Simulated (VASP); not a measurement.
The system is Ti3SiO8.

```
Ti O Si
1.0
     3.20320   -3.21283    0.00000
     3.20320    3.21283    0.00000
     0.00000    0.00000    5.81563
Ti O Si
3 8 1
Direct
  0.50000 0.50000 0.25563
  0.00000 0.00000 0.00000
  0.50000 0.50000 0.74437
  0.18735 0.18735 0.26997
  0.81265 0.81265 0.26997
  0.69476 0.30524 0.00000
  0.30524 0.69476 0.00000
  0.18735 0.18735 0.73003
  0.81265 0.81265 0.73003
  0.70824 0.29176 0.50000
  0.29176 0.70824 0.50000
  0.00000 0.00000 0.50000
```

| Quantity | Value |
| --- | --- |
| Program | VASP 6.6.1 |
| Task | relaxation of cell and atoms |
| Functional | PBEsol |
| Potentials or basis | VASP PAW PBE potentials, release 64 (Ti_sv, O, Si) |
| Cutoff | 600 eV |
| k mesh | 6 × 6 × 4 |
| Occupations | fermi-dirac, width 0.02 eV |
| Spin | no spin polarisation |

At the start: pressure -6.4 GPa; volume 9.98 Å³/atom.

**Question.** How do energy, volume and symmetry change on relaxing?

**Answer.** Over 10 steps the energy falls by 5.6 meV/atom and the volume is 9.70 Å³/atom (-2.8 %); space group Cmmm (No. 65, to 0.1 Å) before and after.

The path:
```
step  energy change (eV)  largest force (eV/Å)  pressure (GPa)  volume (Å³)
   1              0.0000                0.0867           -6.40       119.70
   2              0.0424                0.4439            9.06       112.93
   3             -0.0626                0.1312           -0.11       116.68
   4             -0.0626                0.1360            0.01       116.62
   5             -0.0672                0.0507            0.08       116.37
   6             -0.0673                0.0548            0.10       116.33
   7             -0.0675                0.0458           -0.10       116.41
   8             -0.0675                0.0246           -0.05       116.38
   9             -0.0675                0.0068            0.00       116.35
  10             -0.0675                0.0049            0.01       116.36
```

Final structure:
```yaml
crystal:
  lattice:
    - [3.16863, -3.17903, 0.00000]
    - [3.16863, 3.17903, 0.00000]
    - [0.00000, 0.00000, 5.77565]
  atoms:
    - { symbol: Ti, position: [0.50000, 0.50000, 0.25545] }
    - { symbol: Ti, position: [0.00000, 0.00000, 0.00000] }
    - { symbol: Ti, position: [0.50000, 0.50000, 0.74455] }
    - { symbol: O, position: [0.18835, 0.18835, 0.26969] }
    - { symbol: O, position: [0.81165, 0.81165, 0.26969] }
    - { symbol: O, position: [0.69532, 0.30468, 0.00000] }
    - { symbol: O, position: [0.30468, 0.69532, 0.00000] }
    - { symbol: O, position: [0.18835, 0.18835, 0.73031] }
    - { symbol: O, position: [0.81165, 0.81165, 0.73031] }
    - { symbol: O, position: [0.70930, 0.29070, 0.50000] }
    - { symbol: O, position: [0.29070, 0.70930, 0.50000] }
    - { symbol: Si, position: [0.00000, 0.00000, 0.50000] }
```

Caveat: the PAW data sets were made with another functional, which shifts forces and pressure a little.
